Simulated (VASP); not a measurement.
# Rh (P6_3/mmc) in VASP: further runs

The runs below take Rh through single point, relaxation of cell and atoms, with PBEsol+D3(BJ).

All numbers are computed with VASP 6.6.1; they aren't measurements. Logs are shortened: lines on timing, memory, paths and dates and some standing lists are left out, and cuts for length are marked.

## (1) The cell of the first run

The structure is hexagonal, space group P6_3/mmc (No. 194). Conventional cell: a = 2.654 Å, b = 2.654 Å, c = 8.674 Å, α = 90.00°, β = 90.00°, γ = 120.00°. Within 3.5 Å of Rh (site symmetry -3m) lie 12 Rh at 2.65 to 2.66 Å. Rh (site symmetry -6m2) has 12 Rh at 2.65 to 2.66 Å within 3.5 Å.

This isn't the form of Rh at room conditions, which is fcc.

## (2) Single point, PBEsol+D3(BJ)

The input, INCAR:

```
ALGO = Normal
EDIFF = 1E-7
ENCUT = 520
GGA = PS
ISIF = 2
ISMEAR = -1
IVDW = 12
LASPH = True
LCHARG = False
LREAL = False
LWAVE = False
NBANDS = 38
NELM = 60
PREC = Accurate
SIGMA = 0.15
```

The input, KPOINTS:

```
k-points
0
Gamma
  10 10 3
```

The input, POSCAR:

```
Rh
1.0
    2.6539265426      0.0000000000      0.0000000000
   -1.3269632713      2.2983678057      0.0000000000
    0.0000000000      0.0000000000      8.6736048034
Rh
4
Direct
    0.0000000000      0.0000000000      0.0000000000
    0.3333333333      0.6666666667      0.2500000000
    0.0000000000      0.0000000000      0.5000000000
    0.6666666667      0.3333333333      0.7500000000
```

Potentials or basis: VASP PAW PBE potentials, release 64 (Rh_pv).

Launch:

```
$ cat potpaw_PBE.64/Rh_pv/POTCAR > POTCAR
$ mpirun -np 1 vasp_std > vasp.out
```

OUTCAR:

```text
EDIFF = 1E-7
   ENCUT = 520
   GGA = PS
   ISIF = 2
   ISMEAR = -1
   IVDW = 12
   LASPH = True
   LREAL = False
   NELM = 60
   PREC = Accurate
 IVDW          = 12

 ion  position               nearest neighbor table
   1  0.000  0.000  0.000-   2 2.66   4 2.66   4 2.66   2 2.66   4 2.66   2 2.66
   2  0.333  0.667  0.250-   1 2.66   3 2.66   1 2.66   3 2.66   1 2.66   3 2.66
   3  0.000  0.000  0.500-   2 2.66   4 2.66   4 2.66   2 2.66   4 2.66   2 2.66
   4  0.667  0.333  0.750-   1 2.66   3 2.66   1 2.66   3 2.66   1 2.66   3 2.66

  LATTYP: Found a hexagonal cell.
 ALAT       =     2.6539265426
 C/A-ratio  =     3.2682158546

  Lattice vectors:

 A1 = (   2.6539265426,   0.0000000000,   0.0000000000)
 A2 = (  -1.3269632713,   2.2983678057,   0.0000000000)
 A3 = (   0.0000000000,   0.0000000000,   8.6736048034)

Analysis of symmetry for initial positions (statically):
=====================================================================
 Subroutine PRICEL returns:
 Original cell was already a primitive cell.

 Routine SETGRP: Setting up the symmetry group for a
 hexagonal supercell.

 Subroutine GETGRP returns: Found 24 space group operations
 (whereof 12 operations were pure point group operations)
 out of a pool of 24 trial point group operations.

The static configuration has the point symmetry D_3d.
 The point group associated with its full space group is D_6h.

Analysis of symmetry for dynamics (positions and initial velocities):
=====================================================================
 Subroutine PRICEL returns:
 Original cell was already a primitive cell.

 Routine SETGRP: Setting up the symmetry group for a
 hexagonal supercell.

 Subroutine GETGRP returns: Found 24 space group operations
 (whereof 12 operations were pure point group operations)
 out of a pool of 24 trial point group operations.

The dynamic configuration has the point symmetry D_3d.
 The point group associated with its full space group is D_6h.

 Subroutine INISYM returns: Found 24 space group operations
 (whereof 12 operations are pure point group operations),
 and found     1 'primitive' translations

----------------------------------------------------------------------------------------

                                     Primitive cell

  volume of cell :      52.9064

  direct lattice vectors                    reciprocal lattice vectors
     2.653926543  0.000000000  0.000000000     0.376800180  0.217545686  0.000000000
    -1.326963271  2.298367806  0.000000000     0.000000000  0.435091371  0.000000000
     0.000000000  0.000000000  8.673604803     0.000000000  0.000000000  0.115292318

  length of vectors
     2.653926543  2.653926543  8.673604803     0.435091371  0.435091371  0.115292318

  position of ions in fractional coordinates (direct lattice)
     0.000000000  0.000000000  0.000000000
     0.333333333  0.666666667  0.250000000
     0.000000000  0.000000000  0.500000000
     0.666666667  0.333333333  0.750000000

  ion indices of the primitive-cell ions
   primitive index   ion index
                 1           1
                 2           2
                 3           3
                 4           4

----------------------------------------------------------------------------------------

 KPOINTS: k-points

Automatic generation of k-mesh.
 Grid dimensions read from file:
 generate k-points for:   10   10    3

 Generating k-lattice:

  Cartesian coordinates                     Fractional coordinates (reciprocal lattice)
     0.037680018  0.021754569  0.000000000     0.100000000 -0.000000000  0.000000000
     0.000000000  0.043509137  0.000000000     0.000000000  0.100000000  0.000000000
     0.000000000  0.000000000  0.038430773     0.000000000  0.000000000  0.333333333

  Length of vectors
     0.043509137  0.043509137  0.038430773

  Shift w.r.t. Gamma in fractional coordinates (k-lattice)
     0.000000000  0.000000000  0.000000000

 Subroutine IBZKPT returns following result:
 ===========================================

 Found     28 irreducible k-points:

 Following reciprocal coordinates:
            Coordinates               Weight
  0.000000  0.000000  0.000000      1.000000
  0.100000  0.000000  0.000000      6.000000
  0.200000  0.000000  0.000000      6.000000
  0.300000 -0.000000  0.000000      6.000000
  0.400000 -0.000000  0.000000      6.000000
  0.500000 -0.000000  0.000000      3.000000
[... 16 lines left out ...]
  0.300000  0.100000  0.333333     24.000000
  0.400000  0.100000  0.333333     24.000000
 [... further k-points ...]
   k-points           NKPTS =     28   k-points in BZ     NKDIM =     28   number of bands    NBANDS=     38
   number of dos      NEDOS =    301   number of ions     NIONS =      4
   total plane-waves  NPLWV =  28000
   dimension x,y,z NGX =    20 NGY =   20 NGZ =   70
   dimension x,y,z NGXF=    40 NGYF=   40 NGZF=  140
   ions per type =               4
   NGX,Y,Z   is equivalent  to a cutoff of  12.53, 12.53, 13.42 a.u.
   NGXF,Y,Z  is equivalent  to a cutoff of  25.06, 25.06, 26.83 a.u.
 SYSTEM =  unknown system
   PREC   = accura    normal or accurate (medium, high low for compatibility)
   ISTART =      0    job   : 0-new  1-cont  2-samecut
   ICHARG =      2    charge: 1-file 2-atom 10-const
   ISPIN  =      1    spin polarized calculation?
   LNONCOLLINEAR =      F non collinear calculations
   LSORBIT =      F    spin-orbit coupling
   LASPH  =      T    aspherical Exc in radial PAW
   ENCUT  =  520.0 eV  38.22 Ry    6.18 a.u.   4.93  4.93 16.13*2*pi/ulx,y,z
   NELM   =     60;   NELMIN=  2; NELMDL= -5     # of ELM steps
   EDIFF  = 0.1E-06   stopping-criterion for ELM
   LREAL  =      F    real-space projection
   EDIFFG = 0.1E-05   stopping-criterion for IOM
   NSW    =      0    number of steps for IOM
   IBRION =     -1    ionic relax: 0-MD 1-quasi-New 2-CG
   NFREE  =      0    steps in history (QN), initial steepest desc. (CG)
   ISIF   =      2    stress and relaxation
   ISYM   =      2    0-nonsym 1-usesym 2-fastsym
   POTIM  = 0.5000    time-step for ionic-motion
   TEBEG  =    0.0;   TEEND  =   0.0 temperature during run
   PSTRESS=    0.0 pullay stress
   NELECT =      60.0000    total number of electrons
   NUPDOWN=      -1.0000    fix difference up-down
   EMIN   =  10.00;   EMAX   =-10.00  energy-range for DOS
   EFERMI =   0.00;   METHOD = LEGACY
   ISMEAR =    -1;   SIGMA  =   0.15  broadening in eV -4-tet -1-fermi 0-gaus
   EFERMI_NEDOS =   21; number of points for ismear=-14 and -15
   IALGO  =     38    algorithm
   IMIX   =      4    mixing-type and parameters
     AMIX     =   0.40;   BMIX     =  1.00
     AMIX_MAG =   1.60;   BMIX_MAG =  1.00
  volume/ion in A,a.u.               =      13.23        89.26
  Fermi-wavevector in a.u.,A,eV,Ry     =   1.707219  3.226176 39.655494  2.914597
  Thomas-Fermi vector in A             =   2.786112
   LORBIT       =      0    0 simple, 1 ext, 2 COOP (PROOUT), +10 PAW based schemes
   GGA     = PS    functional components
   LHFCALC =     F    Hartree Fock is set to
   AEXX    =    0.0000 exact exchange contribution
   IVDW    =    12    specifies the selected vdW correction
   LEPSILON=     F    determine dielectric tensor
   LRPA    =     F    only Hartree local field effects (RPA)
 non-spin polarized calculation
  energy-cutoff  :      520.00
  volume of cell :       52.91
 maximum number of plane-waves:      1447
 NGX is ok and might be reduce to    20
   NGX =  9   NGY =  9   NGZ = 33

 number of electron      60.0000001 magnetization

 Free energy of the ion-electron system (eV)
  ---------------------------------------------------
  ext. energy  EPLUGINS =         0.00000000
  ---------------------------------------------------
  free energy    TOTEN  =       -32.67354127 eV

  energy without entropy =      -32.28552908  energy(sigma->0) =      -32.47953517

 E-fermi :  12.5075     XC(G=0): -14.4680

 val. band max:       12.5060226564   @ k =   0.4000   0.1000   0.3333
 cond. band min:      12.5247404950   @ k =   0.3000   0.1000   0.3333
 fundamental gap:      0.0187178386
 Fermi energy:        12.5074949585

 k-point     1 :       0.0000    0.0000    0.0000
  band No.  band energies     occupation
      1     -34.7432      2.00000
      2     -34.3360      2.00000
      3     -34.3267      2.00000
      4     -34.0240      2.00000
      5     -34.0240      2.00000
      6     -33.9744      2.00000
[... 30 lines left out ...]
     37      21.4344      0.00000
     38      26.9580      0.00000

 k-point     2 :       0.1000    0.0000    0.0000
  band No.  band energies     occupation
      1     -34.7168      2.00000
      2     -34.3447      2.00000
      3     -34.3348      2.00000
      4     -34.0852      2.00000
      5     -34.0436      2.00000
      6     -34.0213      2.00000
[... 30 lines left out ...]
     37      21.3667      0.00000
     38      27.3880      0.00000

 k-point     3 :       0.2000    0.0000    0.0000
  band No.  band energies     occupation
      1     -34.6441      2.00000
      2     -34.4014      2.00000
      3     -34.3845      2.00000
      4     -34.2375      2.00000
      5     -34.1577      2.00000
      6     -34.0939      2.00000
[... 30 lines left out ...]
     37      21.2260      0.00000
     38      27.7467      0.00000

 k-point     4 :       0.3000   -0.0000    0.0000
  band No.  band energies     occupation
      1     -34.5687      2.00000
      2     -34.5440      2.00000
      3     -34.4795      2.00000
      4     -34.4168      2.00000
      5     -34.3579      2.00000
      6     -34.1524      2.00000
[... 30 lines left out ...]
     37      21.1708      0.00000
     38      24.7283      0.00000
[... 703 lines left out ...]
      4     -34.3220      2.00000
      5     -34.2950      2.00000
      6     -34.2202      2.00000
[... 30 lines left out ...]
     37      23.2633      0.00000
     38      26.0894      0.00000

 k-point    23 :       0.3000    0.1000    0.3333
  band No.  band energies     occupation
      1     -34.6114      2.00000
      2     -34.5650      2.00000
      3     -34.5523      2.00000
      4     -34.4908      2.00000
      5     -34.3486      2.00000
      6     -34.2488      2.00000
[... 30 lines left out ...]
     37      23.3828      0.00000
     38      23.6520      0.00000

 k-point    24 :       0.4000    0.1000    0.3333
  band No.  band energies     occupation
      1     -34.6904      2.00000
      2     -34.6624      2.00000
      3     -34.6157      2.00000
      4     -34.5857      2.00000
      5     -34.2976      2.00000
      6     -34.2575      2.00000
[... 30 lines left out ...]
     37      22.0283      0.00000
     38      22.0648      0.00000

 [... further k-points ...]

------------------------ aborting loop because EDIFF is reached ----------------------------------------

 Edisp (eV)   -2.52978

 E8    (eV) :    -1.7041

  FORCE on cell =-STRESS in cart. coord.  units (eV):
  Direction    XX          YY          ZZ          XY          YZ          ZX
  --------------------------------------------------------------------------------------
  -------------------------------------------------------------------------------------
  Total      -0.01536    -0.01536    -0.02003     0.00000     0.00000    -0.00000
  in kB      -0.46524    -0.46524    -0.60651     0.00000     0.00000    -0.00000
  external pressure =       -0.51 kB  Pullay stress =        0.00 kB

 VOLUME and BASIS-vectors are now :
 -----------------------------------------------------------------------------
  energy-cutoff  :      520.00
  volume of cell :       52.91
      direct lattice vectors                 reciprocal lattice vectors
     2.653926543  0.000000000  0.000000000     0.376800180  0.217545686  0.000000000
    -1.326963271  2.298367806  0.000000000     0.000000000  0.435091371  0.000000000
     0.000000000  0.000000000  8.673604803     0.000000000  0.000000000  0.115292318

 POSITION                                       TOTAL-FORCE (eV/Angst)
 -----------------------------------------------------------------------------------
      0.00000      0.00000      0.00000        -0.000000      0.000000     -0.000000
     -0.00000      1.53225      2.16840         0.000000     -0.000000     -0.000000
      0.00000      0.00000      4.33680        -0.000000      0.000000     -0.000000
      1.32696      0.76612      6.50520        -0.000000      0.000000      0.000000
 -----------------------------------------------------------------------------------
    total drift:                                0.000000     -0.000000      0.000000

  FREE ENERGIE OF THE ION-ELECTRON SYSTEM (eV)
  ---------------------------------------------------
  free  energy   TOTEN  =       -35.2033246305 eV

  energy  without entropy=      -34.8153124404  energy(sigma->0) =      -35.00931854
```

Run time: 34 s. Hardware: 1 thread of Intel Xeon 6975P-C (Granite Rapids), shared host; peak memory 0.19 GiB.

Results:

- Free energy: -35.2033 eV
- Pressure: -0.1 GPa
- Band gap on the k mesh: zero (bands 30 and 31 overlap by 1.98 eV)
- Dispersion energy per atom: -0.632 eV

Caveat: the PAW data sets were made with another functional, which shifts forces and pressure a little.

(Part 1 of 2 ends here.)
